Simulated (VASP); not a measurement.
# Li2S (Fm-3m) in VASP: a series of runs

The runs below take Li2S through single point, with PBE.

Program: VASP 6.6.1. These are calculated values, not measurements. Logs are shortened: lines on timing, memory, paths and dates and some standing lists are left out, and cuts for length are marked.

### 1 The cell of the first run

It takes space group Fm-3m (No. 225, cubic). Conventional cell: a = 5.708 Å, b = 5.708 Å, c = 5.708 Å, α = 90.00°, β = 90.00°, γ = 90.00°. Within 3.3 Å of Li (site symmetry -43m) lie 4 S at 2.47 Å and 6 Li at 2.85 Å. S (site symmetry m-3m) has 8 Li at 2.47 Å within 3.3 Å.

### 2 Single point, PBE

Input file INCAR:

```
PREC = Accurate
ENCUT = 750
EDIFF = 1E-6
ISMEAR = 0
SIGMA = 0.05
LREAL = F
LASPH = T
NELM = 120
ALGO = Normal
ISIF = 2
LWAVE = F
LCHARG = T
GGA = PE
LELF = T
LVHAR = T
NBANDS = 13
GGA_COMPAT = F
```

Input file KPOINTS:

```
regular mesh
0
Gamma
  10 10 10
```

Input file POSCAR:

```
Li2S
1.0
    0.0000000000      2.8540007422      2.8540007422
    2.8540007422      0.0000000000      2.8540007422
    2.8540007422      2.8540007422      0.0000000000
Li S
2 1
Direct
    0.2500000000      0.2500000000      0.2500000000
    0.7500000000      0.7500000000      0.7500000000
    0.0000000000      0.0000000000      0.0000000000
```

Potentials or basis: VASP PAW PBE potentials, release 64 (Li_sv, S).

The run is started by

```console
cat potpaw_PBE.64/Li_sv/POTCAR potpaw_PBE.64/S/POTCAR > POTCAR
mpirun -np 1 vasp_std > vasp.out
```

OUTCAR:

```text
PREC = Accurate
   ENCUT = 750
   EDIFF = 1E-6
   ISMEAR = 0
   LREAL = F
   LASPH = T
   NELM = 120
   ISIF = 2
   GGA = PE

 ion  position               nearest neighbor table
   1  0.250  0.250  0.250-   3 2.47   3 2.47   3 2.47   3 2.47
   2  0.750  0.750  0.750-   3 2.47   3 2.47   3 2.47   3 2.47
   3  0.000  0.000  0.000-   2 2.47   2 2.47   2 2.47   1 2.47   2 2.47   1 2.47   1 2.47   1 2.47

  LATTYP: Found a face centered cubic cell.
 ALAT       =     5.7080014844

  Lattice vectors:

 A1 = (   0.0000000000,   2.8540007422,   2.8540007422)
 A2 = (   2.8540007422,   0.0000000000,   2.8540007422)
 A3 = (   2.8540007422,   2.8540007422,   0.0000000000)

Analysis of symmetry for initial positions (statically):
=====================================================================
 Subroutine PRICEL returns:
 Original cell was already a primitive cell.

 Routine SETGRP: Setting up the symmetry group for a
 face centered cubic supercell.

 Subroutine GETGRP returns: Found 48 space group operations
 (whereof 48 operations were pure point group operations)
 out of a pool of 48 trial point group operations.

The static configuration has the point symmetry O_h .

Analysis of symmetry for dynamics (positions and initial velocities):
=====================================================================
 Subroutine PRICEL returns:
 Original cell was already a primitive cell.

 Routine SETGRP: Setting up the symmetry group for a
 face centered cubic supercell.

 Subroutine GETGRP returns: Found 48 space group operations
 (whereof 48 operations were pure point group operations)
 out of a pool of 48 trial point group operations.

The dynamic configuration has the point symmetry O_h .

 Subroutine INISYM returns: Found 48 space group operations
 (whereof 48 operations are pure point group operations),
 and found     1 'primitive' translations

----------------------------------------------------------------------------------------

                                     Primitive cell

  volume of cell :      46.4935

  direct lattice vectors                    reciprocal lattice vectors
     0.000000000  2.854000742  2.854000742    -0.175192666  0.175192666  0.175192666
     2.854000742  0.000000000  2.854000742     0.175192666 -0.175192666  0.175192666
     2.854000742  2.854000742  0.000000000     0.175192666  0.175192666 -0.175192666

  length of vectors
     4.036166557  4.036166557  4.036166557     0.303442599  0.303442599  0.303442599

  position of ions in fractional coordinates (direct lattice)
[... 87 lines left out ...]
   ISIF   =      2    stress and relaxation
   ISYM   =      2    0-nonsym 1-usesym 2-fastsym
   POTIM  = 0.5000    time-step for ionic-motion
   TEBEG  =    0.0;   TEEND  =   0.0 temperature during run
   PSTRESS=    0.0 pullay stress
   NELECT =      12.0000    total number of electrons
   NUPDOWN=      -1.0000    fix difference up-down
   EMIN   =  10.00;   EMAX   =-10.00  energy-range for DOS
   EFERMI =   0.00;   METHOD = LEGACY
   ISMEAR =     0;   SIGMA  =   0.05  broadening in eV -4-tet -1-fermi 0-gaus
   EFERMI_NEDOS =   21; number of points for ismear=-14 and -15
   IALGO  =     38    algorithm
   IMIX   =      4    mixing-type and parameters
     AMIX     =   0.40;   BMIX     =  1.00
     AMIX_MAG =   1.60;   BMIX_MAG =  1.00
  volume/ion in A,a.u.               =      15.50       104.58
  Fermi-wavevector in a.u.,A,eV,Ry     =   1.042328  1.969715 14.782024  1.086448
  Thomas-Fermi vector in A             =   2.176989
   LORBIT       =      0    0 simple, 1 ext, 2 COOP (PROOUT), +10 PAW based schemes
   GGA     = PE    functional components
   LHFCALC =     F    Hartree Fock is set to
   AEXX    =    0.0000 exact exchange contribution
   IVDW    =     0    specifies the selected vdW correction
   LEPSILON=     F    determine dielectric tensor
   LRPA    =     F    only Hartree local field effects (RPA)
 non-spin polarized calculation
 Gauss-broadening in eV      SIGMA  =   0.05
  energy-cutoff  :      750.00
  volume of cell :       46.49
 maximum number of plane-waves:      2200
   NGX = 17   NGY = 17   NGZ = 17

 number of electron      11.9999999 magnetization

 Free energy of the ion-electron system (eV)
  ---------------------------------------------------
  ext. energy  EPLUGINS =         0.00000000
  ---------------------------------------------------
  free energy    TOTEN  =       -11.99505279 eV

  energy without entropy =      -11.99505279  energy(sigma->0) =      -11.99505279

 E-fermi :   1.7552     XC(G=0):  -8.4879

 val. band max:        1.4304989942   @ k =   0.0000   0.0000   0.0000
 cond. band min:       4.8240325701   @ k =   0.5000   0.5000   0.0000
 fundamental gap:      3.3935335760
 Fermi energy:         1.7552302292

 k-point     1 :       0.0000    0.0000    0.0000
  band No.  band energies     occupation
      1     -42.7504      2.00000
      2     -42.7088      2.00000
      3      -9.5804      2.00000
      4       1.4305      2.00000
      5       1.4305      2.00000
      6       1.4305      2.00000
      7       5.6736      0.00000
      8       7.6584      0.00000
      9       7.6584      0.00000
     10       7.6584      0.00000
     11      12.5966      0.00000
     12      12.5966      0.00000
     13      13.8318      0.00000
[... 354 lines left out ...]
  band No.  band energies     occupation
      1     -42.7379      2.00000
      2     -42.7197      2.00000
      3      -9.1421      2.00000
      4      -0.5152      2.00000
      5       0.2367      2.00000
      6       0.2940      2.00000
      7       5.6672      0.00000
      8       8.4811      0.00000
      9      10.2604      0.00000
     10      10.4208      0.00000
     11      12.0410      0.00000
     12      14.5545      0.00000
     13      15.6529      0.00000

 [... further k-points ...]
[... 5 lines left out ...]
  --------------------------------------------------------------------------------------
  -------------------------------------------------------------------------------------
  Total       -0.0512140     -0.0512140     -0.0512140     -0.0000000      0.0000000      0.0000000
  in kB       -1.7648458     -1.7648458     -1.7648458     -0.0000000      0.0000000      0.0000000
  external PRESSURE =      -1.7648458 kB  Pullay stress =       0.0000000 kB

 VOLUME and BASIS-vectors are now :
 -----------------------------------------------------------------------------
  energy-cutoff  :      750.00
  volume of cell :       46.49
      direct lattice vectors                 reciprocal lattice vectors
     0.000000000  2.854000742  2.854000742    -0.175192666  0.175192666  0.175192666
     2.854000742  0.000000000  2.854000742     0.175192666 -0.175192666  0.175192666
     2.854000742  2.854000742  0.000000000     0.175192666  0.175192666 -0.175192666

 POSITION                                       TOTAL-FORCE (eV/Angst)
 -----------------------------------------------------------------------------------
      1.42700      1.42700      1.42700         0.000000      0.000000     -0.000000
      4.28100      4.28100      4.28100        -0.000000     -0.000000      0.000000
      0.00000      0.00000      0.00000        -0.000000     -0.000000     -0.000000
 -----------------------------------------------------------------------------------
    total drift:                                0.000000      0.000000      0.000000

  FREE ENERGIE OF THE ION-ELECTRON SYSTEM (eV)
  ---------------------------------------------------
  free  energy   TOTEN  =       -11.9950527897 eV

  energy  without entropy=      -11.9950527897  energy(sigma->0) =      -11.99505279
```

OSZICAR:

```text
N       E                     dE             d eps       ncg     rms          rms(c)
DAV:   1     0.585103011174E+02    0.58510E+02   -0.65061E+03  1222   0.116E+03
DAV:   2    -0.404738332090E+01   -0.62558E+02   -0.59230E+02  1453   0.237E+02
DAV:   3    -0.120942140207E+02   -0.80468E+01   -0.80035E+01  2342   0.542E+01
DAV:   4    -0.122911583297E+02   -0.19694E+00   -0.19684E+00  1563   0.117E+01
DAV:   5    -0.122984951894E+02   -0.73369E-02   -0.73366E-02  1943   0.166E+00    0.386E+00
DAV:   6    -0.119996188802E+02    0.29888E+00   -0.50782E-01  1525   0.285E+00    0.288E+00
DAV:   7    -0.119842264167E+02    0.15392E-01   -0.13692E-01  1719   0.166E+00    0.179E+00
DAV:   8    -0.119954513958E+02   -0.11225E-01   -0.28462E-02  1556   0.940E-01    0.774E-01
DAV:   9    -0.119948688406E+02    0.58256E-03   -0.10263E-03  1707   0.192E-01    0.471E-01
DAV:  10    -0.119950793254E+02   -0.21048E-03   -0.15998E-03  1372   0.194E-01    0.269E-01
DAV:  11    -0.119950507882E+02    0.28537E-04   -0.99833E-05  1724   0.642E-02    0.101E-01
DAV:  12    -0.119950531194E+02   -0.23313E-05   -0.25939E-06  1587   0.125E-02    0.781E-02
DAV:  13    -0.119950527602E+02    0.35926E-06   -0.14007E-05  1595   0.177E-02    0.539E-03
DAV:  14    -0.119950527897E+02   -0.29582E-07   -0.48887E-07  1073   0.597E-03
   1 F= -.11995053E+02 E0= -.11995053E+02  d E =-.406359E-22
```

Run time: 35 s. Hardware: 1 thread of AMD EPYC 7R13 (Zen 3), shared host; peak memory 0.19 GiB.

Results:

- Free energy: -11.9951 eV
- Pressure: -0.2 GPa
- Band gap on the k mesh: 3.39 eV, indirect (least direct gap 4.24 eV)

A k mesh can miss the band edges. A hybrid or GW would open this gap; PBE tends to underestimate it.

### 3 Single point, PBE

Input file INCAR:

```
SYSTEM = Li2S
  PREC = Accurate
  ENCUT = 750
  EDIFF = 1E-6
  ISMEAR = 0
  SIGMA = 0.05
  LREAL = .FALSE.
  LASPH = .TRUE.
  NELM = 120
  ALGO = Normal
  ISIF = 2
  LWAVE = .FALSE.
  LCHARG = .FALSE.
  GGA = PE
  NBANDS = 13
  GGA_COMPAT = .FALSE.
```

Input file KPOINTS:

```
regular mesh
0
G
  10 10 10
  0 0 0
```

POSCAR is that of step 2.

Potentials or basis: VASP PAW PBE potentials, release 64 (Li_sv, S).

The run is started by

```console
cat potpaw_PBE.64/Li_sv/POTCAR potpaw_PBE.64/S/POTCAR > POTCAR
mpirun -np 1 vasp_std > vasp.out
```

OUTCAR:

```text
SYSTEM = Li2S
   PREC = Accurate
   ENCUT = 750
   EDIFF = 1E-6
   ISMEAR = 0
   LREAL = .FALSE.
   LASPH = .TRUE.
   NELM = 120
   ISIF = 2
   GGA = PE

 ion  position               nearest neighbor table
   1  0.250  0.250  0.250-   3 2.47   3 2.47   3 2.47   3 2.47
   2  0.750  0.750  0.750-   3 2.47   3 2.47   3 2.47   3 2.47
   3  0.000  0.000  0.000-   2 2.47   2 2.47   2 2.47   1 2.47   2 2.47   1 2.47   1 2.47   1 2.47

  LATTYP: Found a face centered cubic cell.
 ALAT       =     5.7080014844

  Lattice vectors:

 A1 = (   0.0000000000,   2.8540007422,   2.8540007422)
 A2 = (   2.8540007422,   0.0000000000,   2.8540007422)
 A3 = (   2.8540007422,   2.8540007422,   0.0000000000)

Analysis of symmetry for initial positions (statically):
=====================================================================
 Subroutine PRICEL returns:
 Original cell was already a primitive cell.

 Routine SETGRP: Setting up the symmetry group for a
 face centered cubic supercell.

 Subroutine GETGRP returns: Found 48 space group operations
 (whereof 48 operations were pure point group operations)
 out of a pool of 48 trial point group operations.

The static configuration has the point symmetry O_h .

[... 172 lines left out ...]
      2     -42.7088      2.00000
      3      -9.5804      2.00000
      4       1.4305      2.00000
      5       1.4305      2.00000
      6       1.4305      2.00000
      7       5.6736      0.00000
      8       7.6584      0.00000
      9       7.6584      0.00000
     10       7.6584      0.00000
     11      12.5966      0.00000
     12      12.5966      0.00000
     13      13.8318      0.00000
[... 354 lines left out ...]
  band No.  band energies     occupation
      1     -42.7379      2.00000
      2     -42.7197      2.00000
      3      -9.1421      2.00000
      4      -0.5152      2.00000
      5       0.2367      2.00000
      6       0.2940      2.00000
      7       5.6672      0.00000
      8       8.4811      0.00000
      9      10.2604      0.00000
     10      10.4208      0.00000
     11      12.0410      0.00000
     12      14.5545      0.00000
     13      15.6529      0.00000

 [... further k-points ...]
[... 5 lines left out ...]
  --------------------------------------------------------------------------------------
  -------------------------------------------------------------------------------------
  Total       -0.0512140     -0.0512140     -0.0512140     -0.0000000      0.0000000      0.0000000
  in kB       -1.7648458     -1.7648458     -1.7648458     -0.0000000      0.0000000      0.0000000
  external PRESSURE =      -1.7648458 kB  Pullay stress =       0.0000000 kB

 VOLUME and BASIS-vectors are now :
 -----------------------------------------------------------------------------
  energy-cutoff  :      750.00
  volume of cell :       46.49
      direct lattice vectors                 reciprocal lattice vectors
     0.000000000  2.854000742  2.854000742    -0.175192666  0.175192666  0.175192666
     2.854000742  0.000000000  2.854000742     0.175192666 -0.175192666  0.175192666
     2.854000742  2.854000742  0.000000000     0.175192666  0.175192666 -0.175192666

 POSITION                                       TOTAL-FORCE (eV/Angst)
 -----------------------------------------------------------------------------------
      1.42700      1.42700      1.42700         0.000000      0.000000     -0.000000
      4.28100      4.28100      4.28100        -0.000000     -0.000000      0.000000
      0.00000      0.00000      0.00000        -0.000000     -0.000000     -0.000000
 -----------------------------------------------------------------------------------
    total drift:                                0.000000      0.000000      0.000000

  FREE ENERGIE OF THE ION-ELECTRON SYSTEM (eV)
  ---------------------------------------------------
  free  energy   TOTEN  =       -11.9950527897 eV

  energy  without entropy=      -11.9950527897  energy(sigma->0) =      -11.99505279
```

OSZICAR:

```text
N       E                     dE             d eps       ncg     rms          rms(c)
DAV:   1     0.585103011174E+02    0.58510E+02   -0.65061E+03  1222   0.116E+03
DAV:   2    -0.404738332090E+01   -0.62558E+02   -0.59230E+02  1453   0.237E+02
DAV:   3    -0.120942140207E+02   -0.80468E+01   -0.80035E+01  2342   0.542E+01
DAV:   4    -0.122911583297E+02   -0.19694E+00   -0.19684E+00  1563   0.117E+01
DAV:   5    -0.122984951894E+02   -0.73369E-02   -0.73366E-02  1943   0.166E+00    0.386E+00
DAV:   6    -0.119996188802E+02    0.29888E+00   -0.50782E-01  1525   0.285E+00    0.288E+00
DAV:   7    -0.119842264167E+02    0.15392E-01   -0.13692E-01  1719   0.166E+00    0.179E+00
DAV:   8    -0.119954513958E+02   -0.11225E-01   -0.28462E-02  1556   0.940E-01    0.774E-01
DAV:   9    -0.119948688406E+02    0.58256E-03   -0.10263E-03  1707   0.192E-01    0.471E-01
DAV:  10    -0.119950793254E+02   -0.21048E-03   -0.15998E-03  1372   0.194E-01    0.269E-01
DAV:  11    -0.119950507882E+02    0.28537E-04   -0.99833E-05  1724   0.642E-02    0.101E-01
DAV:  12    -0.119950531194E+02   -0.23313E-05   -0.25939E-06  1587   0.125E-02    0.781E-02
DAV:  13    -0.119950527602E+02    0.35926E-06   -0.14007E-05  1595   0.177E-02    0.539E-03
DAV:  14    -0.119950527897E+02   -0.29582E-07   -0.48887E-07  1073   0.597E-03
   1 F= -.11995053E+02 E0= -.11995053E+02  d E =-.406359E-22
```

stdout:

```text
POSCAR found type information on POSCAR LiS
 POSCAR found :  2 types and       3 ions
 scaLAPACK will be used
 LDA part: xc-table for (Slater+PW92), standard interpolation
 POSCAR, INCAR and KPOINTS ok, starting setup
 FFT: planning ... GRIDC
 FFT: planning ... GRID_SOFT
 FFT: planning ... GRID
 WAVECAR not read
 entering main loop
```

It took 33 s on 1 thread of AMD EPYC 7R13 (Zen 3), shared host; peak memory 0.18 GiB.

Results:

```
Free energy            : -11.9951 eV
Pressure               : -0.2 GPa
Band gap on the k mesh : 3.39 eV, indirect (least direct gap 4.24 eV)
```
